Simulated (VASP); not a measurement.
Wanted: the native input for a VASP 6.6.1 run.

```yaml
Task: single point
Functional: PBE
Potentials_or_basis: VASP PAW PBE potentials, release 64 (Ta_pv, N)
Cutoff: 520 eV
k_mesh: 20 × 20 × 20
Occupations: gaussian, width 0.15 eV
Spin: no spin polarisation
Dipole_correction: no
Further_INCAR_settings: ALGO = Normal; EDIFF = 1e-06; NBANDS = 15
```

The structure of TaN lies in POSCAR:

```
TaN
1.0
    0.2734023343      2.3239198412      2.3239198412
    2.3239198412      0.2734023343      2.3239198412
    2.3239198412      2.3239198412      0.2734023343
Ta N
1 1
Direct
    0.5000000000      0.5000000000      0.5000000000
    0.0000000000      0.0000000000      0.0000000000
```

This cell differs from its parent crystal: ratio of the length along [111] to the lengths across it x 1.2, volume and fractional coordinates fixed.

The input as run:

INCAR

```
PREC = Accurate
ENCUT = 520
EDIFF = 1E-6
ISMEAR = 0
SIGMA = 0.15
LREAL = False
LASPH = True
NELM = 80
ALGO = Normal
ISIF = 2
LWAVE = False
LCHARG = True
GGA = PE
LELF = True
LVHAR = True
NBANDS = 15
```

KPOINTS

```
regular mesh
0
Gamma
  20 20 20
```

Potentials or basis: VASP PAW PBE potentials, release 64 (Ta_pv, N).

Command:

```bash
$ cat potpaw_PBE.64/Ta_pv/POTCAR potpaw_PBE.64/N/POTCAR > POTCAR
$ mpirun -np 1 vasp_std > vasp.out
```

It gave:

- Pressure: 17.1 GPa
- Band gap on the k mesh: zero (band 8 reaches 10.48 eV, above the bottom of band 9 at 8.22 eV)

Caveat: spin-orbit coupling is left out, which moves the levels of the heavy elements.

Run time: 4.5 min on 1 thread of AMD EPYC 9R45 (Zen 5), with other jobs on the host, peak memory 0.34 GiB.
